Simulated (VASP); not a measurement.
# Ge (Fd-3m) in VASP: notebook, part 2 of 3

VASP 6.6.1. Earlier steps stand in the parts before.

### Step 4. Relaxation of cell and atoms, PBEsol, target pressure 50 GPa, at which the enthalpy is minimised

This run uses another cell than the first one, of 16.92 Å³/atom.

Input file INCAR:

```
SYSTEM = Ge
PREC = Accurate ; ENCUT = 600
EDIFF = 1E-6 ; ISMEAR = 0
SIGMA = 0.1 ; LREAL = .False.
LASPH = .True. ; NELM = 80
ALGO = Normal ; ISIF = 3
LWAVE = .False. ; LCHARG = .False.
GGA = PS ; IBRION = 2
NSW = 70 ; EDIFFG = -0.008
PSTRESS = 500.0
```

Input file KPOINTS:

```
Automatic mesh
0
Gamma
  14 14 14
  0 0 0
```

Input file POSCAR:

```
Ge
1.0
    0.0000000000      2.5674275798      2.5674275798
    2.5674275798      0.0000000000      2.5674275798
    2.5674275798      2.5674275798      0.0000000000
Ge
2
Direct
    0.5000000000      0.5000000000      0.5000000000
    0.7500000000      0.7500000000      0.7500000000
```

Potentials or basis: VASP PAW PBE potentials, release 64 (Ge_d).

Started as:

```bash
$ cat potpaw_PBE.64/Ge_d/POTCAR > POTCAR
$ mpirun -np 1 vasp_std > vasp.out
```

OUTCAR:

```text
SYSTEM = Ge
   PREC = Accurate
   ENCUT = 600
   EDIFF = 1E-6
   ISMEAR = 0
   LREAL = .False.
   LASPH = .True.
   NELM = 80
   ISIF = 3
   GGA = PS
   IBRION = 2
   NSW = 70
   EDIFFG = -0.008
   PSTRESS = 500.0

 ion  position               nearest neighbor table
   1  0.500  0.500  0.500-   2 2.22   2 2.22   2 2.22   2 2.22
   2  0.750  0.750  0.750-   1 2.22   1 2.22   1 2.22   1 2.22

  LATTYP: Found a face centered cubic cell.
 ALAT       =     5.1348551596

  Lattice vectors:

 A1 = (   0.0000000000,   2.5674275798,   2.5674275798)
 A2 = (   2.5674275798,   0.0000000000,   2.5674275798)
 A3 = (   2.5674275798,   2.5674275798,   0.0000000000)

Analysis of symmetry for initial positions (statically):
=====================================================================
 Subroutine PRICEL returns:
 Original cell was already a primitive cell.

 Routine SETGRP: Setting up the symmetry group for a
 face centered cubic supercell.

[... 212 lines left out ...]
 val. band max:        9.9839106600   @ k =   0.5000   0.5000   0.0000
 cond. band min:      10.0065205531   @ k =   0.0714   0.0000   0.0000
 fundamental gap:      0.0226098931
 Fermi energy:        10.0008380844

 k-point     1 :       0.0000    0.0000    0.0000
  band No.  band energies     occupation
      1     -15.8685      2.00000
      2     -15.8685      2.00000
      3     -15.8685      2.00000
      4     -15.7864      2.00000
      5     -15.7864      2.00000
      6     -15.1857      2.00000
[... 684 lines left out ...]
--------------------------------------- Ionic step        7  -------------------------------------------

 number of electron      28.0000017 magnetization

 Free energy of the ion-electron system (eV)
  ---------------------------------------------------
  ext. energy  EPLUGINS =         0.00000000
  ---------------------------------------------------
  free energy    TOTEN  =        -8.38515533 eV

  energy without entropy =       -8.38459619  energy(sigma->0) =       -8.38487576

 E-fermi :   8.6037     XC(G=0): -11.7909

 val. band max:        8.5604681376   @ k =   0.4286   0.4286   0.0000
 cond. band min:       8.6436325725   @ k =   0.3571   0.3571   0.0000
 fundamental gap:      0.0831644349
 Fermi energy:         8.6037244955

 k-point     1 :       0.0000    0.0000    0.0000
  band No.  band energies     occupation
      1     -16.9150      2.00000
      2     -16.9150      2.00000
      3     -16.9150      2.00000
      4     -16.8458      2.00000
      5     -16.8458      2.00000
      6     -16.3728      2.00000
[... 528 lines left out ...]
  energy  without entropy=       -8.3845961859  energy(sigma->0) =       -8.38487576

  enthalpy is  TOTEN    =         1.7908890077 eV   P V=       10.1760443336

 reached required accuracy - stopping structural energy minimisation
```

OSZICAR:

```text
N       E                     dE             d eps       ncg     rms          rms(c)
DAV:   1     0.167611162596E+03    0.16761E+03   -0.16331E+04  3938   0.505E+03
DAV:   2     0.107438329468E+02   -0.15687E+03   -0.15343E+03  3760   0.568E+02
DAV:   3    -0.853556364062E+01   -0.19279E+02   -0.19050E+02  4060   0.148E+02
DAV:   4    -0.906038597456E+01   -0.52482E+00   -0.52365E+00  4364   0.285E+01
[... 47 lines left out ...]
   6 F= 0.17908919E+01 E0= 0.17911713E+01  d E =-.608281E-05
       N       E                     dE             d eps       ncg     rms          rms(c)
DAV:   1    -0.838515700167E+01    0.77998E-03   -0.24478E-05  4310   0.121E-01    0.769E-03
DAV:   2    -0.838515565969E+01    0.13420E-05   -0.13205E-06  1940   0.325E-02    0.397E-03
DAV:   3    -0.838515532596E+01    0.33373E-06   -0.92854E-07  2088   0.184E-02
   7 F= 0.17908890E+01 E0= 0.17911686E+01  d E =-.894193E-05
```

CONTCAR:

```text
Ge
   1.00000000000000
    -0.0000000000000000    2.5356921389480918    2.5356921389480913
     2.5356921389480913    0.0000000000000000    2.5356921389480913
     2.5356921389480913    2.5356921389480918   -0.0000000000000000
  Ge
     2
Direct
     0.5000000000000000    0.5000000000000000    0.5000000000000000
     0.7500000000000000    0.7500000000000000    0.7500000000000000

  0.00000000E+00  0.00000000E+00  0.00000000E+00
  0.00000000E+00  0.00000000E+00  0.00000000E+00
```

Wall time 2.2 min (1 thread of Intel Xeon 6975P-C (Granite Rapids), shared host); peak memory 0.21 GiB.

What came out:

```yaml
Free_energy: -8.3852 eV
Relaxed_volume: 16.30 Å³/atom
Relaxed_cell: a = 3.586 Å, b = 3.586 Å, c = 3.586 Å, α = 60.00°, β = 60.00°, γ = 60.00°
Space_group_after_relaxing_to_0.1_Å: Fd-3m (No. 227)
Energy_change_on_relaxing_the_run_minimises_the_enthalpy: +174.7 meV/atom
Ionic_steps: 7
Pressure_after_relaxing: 50.0 GPa
Band_gap_on_the_k_mesh: zero (bands 14 and 15 overlap by 0.15 eV)
```

Step by step:
| step | energy change (eV) | largest force (eV/Å) | pressure (GPa) | volume (Å³) |
| --- | --- | --- | --- | --- |
| 1 | 0.0000 | 0.0000 | 40.91 | 33.85 |
| 2 | 1.6652 | 0.0000 | 82.31 | 29.36 |
| 3 | 0.3390 | 0.0000 | 49.55 | 32.64 |
| 4 | 0.3549 | 0.0000 | 50.16 | 32.59 |
| 5 | 0.3472 | 0.0000 | 49.67 | 32.61 |
| 6 | 0.3487 | 0.0000 | 49.89 | 32.61 |
| 7 | 0.3495 | 0.0000 | 49.98 | 32.61 |

Final structure:
```yaml
crystal:
  lattice:
    - [0.00000, 2.53569, 2.53569]
    - [2.53569, 0.00000, 2.53569]
    - [2.53569, 2.53569, 0.00000]
  atoms:
    - { symbol: Ge, position: [0.50000, 0.50000, 0.50000] }
    - { symbol: Ge, position: [0.75000, 0.75000, 0.75000] }
```

Caveat: the cell is relaxed towards a set pressure, so the run minimises the enthalpy, not the energy; semilocal functionals underestimate gaps, so a narrow gap can read as zero; the PAW data sets were made with another functional, which shifts forces and pressure a little.

### Step 5. Relaxation of cell and atoms, PBEsol, target pressure 25 GPa, at which the enthalpy is minimised

This run uses another cell than the first one, of 18.52 Å³/atom.

Input file INCAR:

```
SYSTEM = Ge
PREC = Accurate
ENCUT = 600
EDIFF = 1E-6
ISMEAR = 0
SIGMA = 0.1
LREAL = .FALSE.
LASPH = .TRUE.
NELM = 100
ALGO = Normal
ISIF = 3
LWAVE = .FALSE.
LCHARG = .FALSE.
GGA = PS
IBRION = 2
NSW = 70
EDIFFG = -0.008
PSTRESS = 250.0
```

Input file KPOINTS:

```
regular mesh
0
G
  14 14 14
  0 0 0
```

Input file POSCAR:

```
Ge
1.0
    0.0000000000      2.6455477309      2.6455477309
    2.6455477309      0.0000000000      2.6455477309
    2.6455477309      2.6455477309      0.0000000000
Ge
2
Direct
    0.5000000000      0.5000000000      0.5000000000
    0.7500000000      0.7500000000      0.7500000000
```

Started as:

```bash
$ cat potpaw_PBE.64/Ge_d/POTCAR > POTCAR
$ mpirun -np 1 vasp_std > vasp.out
```

Wall time 73 s (1 thread of Intel Xeon 6975P-C (Granite Rapids), shared host); peak memory 0.21 GiB.

It converged, with:

- Free energy: -9.3029 eV
- Relaxed volume: 18.33 Å³/atom
- Relaxed cell: a = 3.729 Å, b = 3.729 Å, c = 3.729 Å, α = 60.00°, β = 60.00°, γ = 60.00°
- Space group after relaxing (to 0.1 Å): Fd-3m (No. 227)
- Energy change on relaxing (the run minimises the enthalpy): +28.2 meV/atom
- Ionic steps: 3
- Pressure after relaxing: 25.1 GPa
- Band gap on the k mesh: 0.13 eV (least direct gap 2.06 eV)

Step by step:
| step | energy change (eV) | largest force (eV/Å) | pressure (GPa) | volume (Å³) |
| --- | --- | --- | --- | --- |
| 1 | 0.0000 | 0.0000 | 23.31 | 37.03 |
| 2 | 0.1659 | 0.0000 | 28.04 | 36.00 |
| 3 | 0.0563 | 0.0000 | 25.05 | 36.66 |

Final structure:
```
Ge
1.0
     0.00000    2.63660    2.63660
     2.63660    0.00000    2.63660
     2.63660    2.63660    0.00000
Ge
2
Direct
  0.50000 0.50000 0.50000
  0.75000 0.75000 0.75000
```

Levels at points of the mesh, in eV from the valence-band top:
| k point | band 12 | band 13 | band 14 | band 15 | band 16 | band 17 |
| --- | --- | --- | --- | --- | --- | --- |
| (0.00, 0.00, 0.00) | 0.00 | 0.00 | 0.00 | 2.06 | 2.58 | 2.58 |
| (0.50, 0.00, 0.00) | -8.84 | -1.78 | -1.78 | 0.85 | 3.75 | 3.75 |
| (0.50, 0.50, 0.00) | -9.85 | -3.93 | -3.93 | 0.31 | 0.31 | 11.34 |

Caveat: the cell is relaxed towards a set pressure, so the run minimises the enthalpy, not the energy; the PAW data sets were made with another functional, which shifts forces and pressure a little.

### Step 6. Single point, PBEsol

This run uses another cell than the first one, of 22.84 Å³/atom.

Input file INCAR:

```
ALGO = Normal ; EDIFF = 1E-6
ENCUT = 500 ; GGA = PS
GGA_COMPAT = False ; ISIF = 2
ISMEAR = 0 ; LASPH = True
LCHARG = True ; LELF = True
LREAL = False ; LVHAR = True
LWAVE = False ; NBANDS = 21
NELM = 120 ; PREC = Accurate
SIGMA = 0.1
```

Input file KPOINTS:

```
k-points
0
Gamma
  6 6 6
```

Input file POSCAR:

```
Ge
1.0
    0.0000000000      2.8374271074      2.8374271074
    2.8374271074      0.0000000000      2.8374271074
    2.8374271074      2.8374271074      0.0000000000
Ge
2
Direct
    0.5000000000      0.5000000000      0.5000000000
    0.7500000000      0.7500000000      0.7500000000
```

Potentials or basis: VASP PAW PBE potentials, release 64 (Ge_d).

Started as:

```bash
$ cat potpaw_PBE.64/Ge_d/POTCAR > POTCAR
$ mpirun -np 1 vasp_std > vasp.out
```

It took 11 s on 1 thread of Intel Xeon Platinum 8559C (Emerald Rapids), shared host; peak memory 0.16 GiB.

It converged, with:

| Quantity | Value |
| --- | --- |
| Free energy | -9.8282 eV |
| Pressure | 0.0 GPa |
| Band gap on the k mesh | zero (filled and empty bands touch) |

Levels at points of the mesh, in eV from the Fermi level:
| k point | band 11 | band 12 | band 13 | band 14 | band 15 | band 16 | band 17 | band 18 |
| --- | --- | --- | --- | --- | --- | --- | --- | --- |
| (0.00, 0.00, 0.00) | -12.74 | -0.10 | -0.01 | -0.01 | -0.01 | 2.52 | 2.52 | 2.52 |
| (0.50, 0.00, 0.00) | -10.66 | -7.59 | -1.40 | -1.40 | 0.09 | 3.69 | 3.69 | 6.95 |
| (0.50, 0.50, 0.00) | -8.88 | -8.88 | -3.07 | -3.07 | 0.67 | 0.67 | 9.41 | 9.41 |

Caveat: semilocal functionals underestimate gaps, so a narrow gap can read as zero; the PAW data sets were made with another functional, which shifts forces and pressure a little.

(Continued in part 3 of 3.)
